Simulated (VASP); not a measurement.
Set up this calculation in VASP 6.6.1, as the native input.

- Task: single point
- Functional: PBE
- Potentials or basis: VASP PAW PBE potentials, release 64 (Rb_sv, V_sv, S)
- Cutoff: 520 eV
- k mesh: 4 × 4 × 4
- Occupations: gaussian, width 0.1 eV
- Spin: collinear spin, ferromagnetic start
- Starting moments: [0.0, 2.0, 0.0, 0.0, 0.0] μB
- Dipole correction: no
- Further INCAR settings: ALGO = Normal; EDIFF = 1e-07; NBANDS = 32

The structure of RbVS3 lies in POSCAR:

```
RbVS3
1.0
    4.8953680100      0.0000000000      0.0000000000
    0.0000000000      4.8953680100      0.0000000000
    0.0000000000      0.0000000000      4.8953680100
Rb V S
1 1 3
Direct
    0.5000000000      0.5000000000      0.5000000000
    0.0000000000      0.0000000000      0.0000000000
    0.5000000000      0.0000000000      0.0000000000
    0.0000000000      0.5000000000      0.0000000000
    0.0000000000      0.0000000000      0.5000000000
```

One way to write it, as run:

INCAR

```
SYSTEM = RbVS3
ALGO = Normal
EDIFF = 1E-7
ENCUT = 520
GGA = PE
ISIF = 2
ISMEAR = 0
ISPIN = 2
LASPH = .True.
LCHARG = .False.
LMAXMIX = 4
LORBIT = 11
LREAL = .False.
LWAVE = .False.
MAGMOM = 0 2 0 0 0
NBANDS = 32
NELM = 150
PREC = Accurate
SIGMA = 0.1
```

KPOINTS

```
k-points
0
Gamma
  4 4 4
  0 0 0
```

Potentials or basis: VASP PAW PBE potentials, release 64 (Rb_sv, V_sv, S).

Run with:

```console
$ cat potpaw_PBE.64/Rb_sv/POTCAR potpaw_PBE.64/V_sv/POTCAR potpaw_PBE.64/S/POTCAR > POTCAR
$ mpirun -np 1 vasp_std > vasp.out
```

Results of the run:

```
Pressure                                              : -6.1 GPa
Band gap on the k mesh                                : zero (filled and empty bands overlap)
Net moment                                            : 0.00 μB per cell
Valence electrons inside the program's atomic spheres : Rb 7.32; V 11.21; S 3.67
```

Wall time 35 s on 1 thread of Intel(R) Xeon(R) 6975P-C (Granite Rapids), with other jobs on the host, peak memory 0.26 GiB.
